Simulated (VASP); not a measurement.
**PbSe: single point with r2SCAN**

Crystal: PbSe.

```
Pb Se
1.0
     0.00000    3.00524    3.00524
     3.00524    0.00000    3.00524
     3.00524    3.00524    0.00000
Pb Se
1 1
Direct
  0.00000 0.00000 0.00000
  0.50000 0.50000 0.50000
```

```json
{
 "Program": "VASP 6.6.1",
 "Task": "single point",
 "Functional": "r2SCAN",
 "Potentials or basis": "VASP PAW PBE potentials, release 64 (Pb_d, Se)",
 "Cutoff": "520 eV",
 "k mesh": "6 × 6 × 6",
 "Occupations": "gaussian, width 0.01 eV",
 "Spin": "no spin polarisation"
}
```

```yaml
Pressure: 5.1 GPa
Band_gap_on_the_k_mesh: 0.37 eV
```

Levels at points of the mesh, in eV from the valence-band top:
```csv
k point,band 7,band 8,band 9,band 10,band 11,band 12,band 13,band 14
"(0.00, 0.00, 0.00)",-6.32,-2.38,-2.38,-2.38,5.09,5.09,5.09,6.76
"(0.50, 0.00, 0.00)",-9.49,-1.91,-1.91,0.00,0.37,1.71,1.71,9.10
"(0.50, 0.50, 0.00)",-7.73,-5.72,-3.84,-3.84,3.71,6.15,6.15,6.66
```

Run time: 61 s on 1 thread of Intel Xeon 8259CL, with other jobs on the host, peak memory 0.19 GiB.

Caveat: the cell stands under pressure; the PAW data sets were made with another functional, which shifts forces and pressure a little; spin-orbit coupling is left out, which moves the levels of the heavy elements. A k mesh can miss the band edges.
